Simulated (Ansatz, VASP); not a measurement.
## Two plane-wave programs on Hg

Contents of INCAR:

```
SYSTEM = Hg
ALGO     = Normal         ! electronic algorithm
EDIFF    = 1E-8           ! SCF threshold, eV
ENCUT    = 520            ! plane-wave cutoff, eV
GGA      = PE             ! functional
ISIF     = 2              ! what is computed and relaxed
ISMEAR   = -1             ! smearing method
LASPH    = .TRUE.         ! aspherical terms in the spheres
LCHARG   = .FALSE.        ! write CHGCAR
LEFG     = .TRUE.       
LREAL    = .FALSE.        ! projectors in reciprocal space
LWAVE    = .FALSE.        ! write WAVECAR
NBANDS   = 12             ! bands
NELM     = 100            ! most SCF steps
PREC     = Accurate       ! precision mode
SIGMA    = 0.05           ! smearing width, eV
```

File KPOINTS:

```
k-points
0
G
  12 12 12
  0 0 0
```

Contents of POSCAR:

```
Hg
1.0
    3.1542793418      0.0000000000      0.0000000000
    0.0000000000      3.1542793418      0.0000000000
    0.0000000000      0.0000000000      3.1542793418
Hg
1
Direct
    0.0000000000      0.0000000000      0.0000000000
```

Input for Ansatz:

```yaml
crystal:
  lattice:
    - [3.1542793418, 0.0, 0.0]
    - [0.0, 3.1542793418, 0.0]
    - [0.0, 0.0, 3.1542793418]
  atoms:
    - { symbol: Hg, position: [0.0, 0.0, 0.0] }
kpoints:
  mp_grid: { grid: [12, 12, 12] }
scf:
  occupations: { method: fermi_dirac, width: 0.05 }
hamiltonian:
  xc: pbe
  pseudopotentials: { kind: paw }
output:
  forces: true
  stress: true
  eigenvalues: true
  efg: { contact_densities: true }
```

Change from the starting cell: volume scaled by 1.06, PAW files.

Alike in both runs: task electric field gradients; functional PBE; k mesh 12 × 12 × 12; occupations fermi-dirac, width 0.05 eV; no spin polarisation.

|  | VASP | Ansatz |
| --- | --- | --- |
| version | VASP 6.6.1 | Ansatz 0.2.0 |
| potentials or method | VASP PAW PBE potentials, release 64 (Hg) | PAW with Ansatz's default frozen-core files, scalar-relativistic |
| plane-wave cutoff (eV) | 520 | 420 |
| valence electrons in the cell | 12 | 20 |

```csv
,VASP,Ansatz,Ansatz less VASP
pressure (GPa),-0.2,-0.3,-0.14
```

With one functional, cell and mesh, what is left measures potentials, basis and numerics. VASP's potentials hold 12 valence electrons a cell and Ansatz's 20, so a difference there can come from the potentials and not from the codes.

Spin-orbit coupling is off throughout.
